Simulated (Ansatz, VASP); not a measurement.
## Two plane-wave programs on Mo3W

```
Mo W
1.0
     4.47830    0.00000    0.00000
     0.00000    4.47830    0.00000
     0.00000    0.00000    3.16700
Mo W
3 1
Cartesian
  0.0000 0.0000 0.0000
  2.2391 0.0000 1.5835
  0.0000 2.2391 1.5835
  2.2391 2.2391 0.0000
```

Alike in both runs: functional PBE; k mesh 10 × 10 × 14; occupations gaussian, width 0.1 eV; no spin polarisation.

Ansatz relaxed the structure, and its values are those at the end. VASP's run is a single point on that final structure, the one shown.

|  | VASP | Ansatz |
| --- | --- | --- |
| version | VASP 6.6.1 | Ansatz 0.2.0 |
| potentials or method | VASP PAW PBE potentials, release 64 (Mo_sv, W_sv), cutoff 520 eV | scalar-relativistic, plane waves, PAW |
| valence electrons in the cell | 56 | 56 |

Ansatz gave:

```
gap on the k mesh at the Fermi level (eV) : none
pressure (GPa)                            : 0.0
```

Task: What did VASP give for the same quantities?

Result: gap on the k mesh at the Fermi level (eV): none; pressure (GPa): 0.5.

A gap of «none» marks a metal or a gap that the smearing closes. The functional is the same, so the differences come from potentials, cutoffs and numerics.

Spin-orbit coupling is off throughout.
